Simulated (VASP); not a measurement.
A run of VASP 6.6.1 is set up as follows.

The input INCAR:

```
SYSTEM = Mo4C
PREC     = Accurate       ! precision mode
ENCUT    = 520            ! plane-wave cutoff, eV
EDIFF    = 1E-6           ! SCF threshold, eV
ISMEAR   = 0              ! smearing method
SIGMA    = 0.1            ! smearing width, eV
LREAL    = .False.        ! projectors in reciprocal space
LASPH    = .True.         ! aspherical terms in the spheres
NELM     = 60             ! most SCF steps
ALGO     = Normal         ! electronic algorithm
ISIF     = 2              ! what is computed and relaxed
LWAVE    = .False.        ! write WAVECAR
LCHARG   = .True.         ! write CHGCAR
LDIPOL   = .True.       
IDIPOL   = 3            
DIPOL    = 0.5 0.5 0.318
GGA      = CA             ! functional
LELF     = .True.         ! ELF
LVHAR    = .True.       
LVACPOTAV= .True.       
NBANDS   = 38             ! bands
```

Contents of KPOINTS:

```
regular mesh
0
Gamma
  9 9 1
  0 0 0
```

The input POSCAR:

```
Mo4C
1.0
    3.1111816891      0.0000000000      0.0000000000
    0.0000000000      3.1111816891      0.0000000000
    0.0000000000      0.0000000000     21.5098172784
Mo C
4 1
Direct
    0.5000000000      0.5000000000      0.1859615983
    0.0000000000      0.0000000000      0.2582816382
    0.5000000000      0.5000000000      0.3325055024
    0.0000000000      0.0000000000      0.3956248056
    0.5000000000      0.5000000000      0.4193349093
```

Potentials or basis: VASP PAW LDA potentials, release 64 (Mo_sv, C).

The run is started by

```console
$ cat potpaw_LDA.64/Mo_sv/POTCAR potpaw_LDA.64/C/POTCAR > POTCAR
$ mpirun -np 1 vasp_std > vasp.out
```

Question: Estimate the largest force.

Answer: 7.419 eV/Å.

Question: Predict the band gap on the k mesh.

Answer: Zero (band 30 reaches 1.66 eV, above the bottom of band 31 at 0.27 eV).

Forces in eV/Å, atoms in the order of the input:
```
Mo   0.000  0.000  1.592
Mo   0.000  0.000 -2.565
Mo   0.000  0.000 -7.419
Mo   0.000  0.000  6.222
C    0.000  0.000  2.170
```
